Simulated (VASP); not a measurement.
Si3Ge:

```
Si Ge
1.0
     2.72238    0.00000    0.00000
    -1.36119    2.35765    0.00000
     0.00000    0.00000   10.10720
Si Ge
3 1
Direct
  0.33333 0.66667 0.75000
  0.33333 0.66667 0.25000
  0.66667 0.33333 0.00000
  0.66667 0.33333 0.50000
```

| Property | Result |
| --- | --- |
| Program | VASP 6.6.1 |
| Task | relaxation of cell and atoms |
| Functional | PBE |
| Potentials or basis | VASP PAW PBE potentials, release 64 (Si, Ge_d) |
| Cutoff | 500 eV |
| k mesh | 6 × 6 × 2 |
| Occupations | gaussian, width 0.1 eV |
| Spin | no spin polarisation |

At the start: pressure 1.1 GPa; volume 16.22 Å³/atom.

Q: How do energy, volume and symmetry change on relaxing?

A: Over 14 steps the energy falls by 58.6 meV/atom and the volume is 16.63 Å³/atom (+2.5 %); space group P-6m2 (No. 187, to 0.1 Å) before and after.

The path:
```csv
step,energy change (eV),largest force (eV/Å),pressure (GPa),volume (Å³)
1,0.0000,0.4795,1.08,64.87
2,-0.1116,0.3858,0.03,65.87
3,-0.1548,0.1452,-0.67,68.52
4,-0.2120,0.2684,-1.06,67.26
5,-0.2137,0.2424,-1.05,67.52
6,-0.2140,0.2540,-1.06,67.43
7,-0.2244,0.1869,0.40,66.15
8,-0.2246,0.1764,0.62,65.96
9,-0.2317,0.0853,0.55,65.82
10,-0.2318,0.0670,0.53,65.79
11,-0.2338,0.0422,0.08,66.25
12,-0.2342,0.0248,-0.26,66.59
13,-0.2345,0.0182,-0.06,66.47
14,-0.2345,0.0199,-0.11,66.50
```

Final structure:
```xyz
4
Lattice="2.6512 0.0000 0.0000 -1.3256 2.2960 0.0000 0.0000 0.0000 10.9248" Properties=species:S:1:pos:R:3 pbc="T T T"
Si    0.0000    1.5307    8.3226
Si    0.0000    1.5307    2.6022
Si    1.3256    0.7653    0.0000
Ge    1.3256    0.7653    5.4624
```

Caveat: the k points lie up to 0.46 Å⁻¹ apart in the final cell; the highest band is partly filled, so the run has too few bands.
